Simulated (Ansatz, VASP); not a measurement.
# Bi in VASP and in Ansatz

```
Bi
1.0
    -1.95688    1.95688    1.95688
     1.95688   -1.95688    1.95688
     1.95688    1.95688   -1.95688
Bi
1
Direct
  0.00000 0.00000 0.00000
```

Alike in both runs: task single point; functional r2SCAN; k mesh 13 × 13 × 13; occupations fermi-dirac, width 0.1 eV; no spin polarisation.

|  | VASP | Ansatz |
| --- | --- | --- |
| version | VASP 6.6.1 | Ansatz 0.2.0 |
| potentials or method | VASP PAW PBE potentials, release 64 (Bi_d), cutoff 550 eV | plane waves (500 eV) with PAW, scalar-relativistic |
| valence electrons in the cell | 15 | 15 |

|  | VASP | Ansatz | Ansatz less VASP |
| --- | --- | --- | --- |
| pressure (GPa) | 2.4 | 2.5 | +0.03 |

VASP's potentials were made for PBE, not for r2SCAN.

Spin-orbit coupling is off throughout.
